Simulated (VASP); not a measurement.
A run of VASP 6.6.1:

POSCAR

```
BAs
1.0
    2.8751968679      0.0000000000      0.0000000000
    0.0000000000      2.8751968679      0.0000000000
    0.0000000000      0.0000000000      2.8751968679
B As
1 1
Direct
    0.5000000000      0.5000000000      0.5000000000
    0.0000000000      0.0000000000      0.0000000000
```

INCAR.step1

```
  ALGO = Normal
  EDIFF = 1E-5
  ENCUT = 520
  GGA = PE
  ISIF = 2
  ISMEAR = -1
  LASPH = T
  LREAL = F
  LWAVE = T
  NBANDS = 11
  NELM = 80
  PREC = Accurate
  SIGMA = 0.05
```

File INCAR.step2:

```
  AEXX = 0.25
  ALGO = Normal
  EDIFF = 1E-6
  ENCUT = 520
  GGA = PE
  ISIF = 2
  ISMEAR = -1
  ISTART = 1
  LASPH = T
  LCHARG = T
  LELF = T
  LHFCALC = T
  LREAL = F
  LVHAR = T
  LWAVE = F
  NBANDS = 11
  NELM = 80
  PREC = Accurate
  PRECFOCK = Normal
  SIGMA = 0.05
```

File KPOINTS:

```
k-points
0
Gamma
  5 5 5
```

Potentials or basis: VASP PAW PBE potentials, release 64 (B, As).

The run is started by

```console
$ cat potpaw_PBE.64/B/POTCAR potpaw_PBE.64/As/POTCAR > POTCAR
$ cp INCAR.step1 INCAR
$ mpirun -np 1 vasp_std > vasp.out
$ cp INCAR.step2 INCAR
$ mpirun -np 1 vasp_std > vasp.out
```

Hardware: 1 thread of Intel(R) Xeon(R) 6975P-C (Granite Rapids), with other jobs on the host.

**Question.** Estimate the wall time of this run.

**Answer.** Run time: 83 s on 1 thread of Intel(R) Xeon(R) 6975P-C (Granite Rapids), with other jobs on the host, peak memory 0.15 GiB. Counts: k points 10.
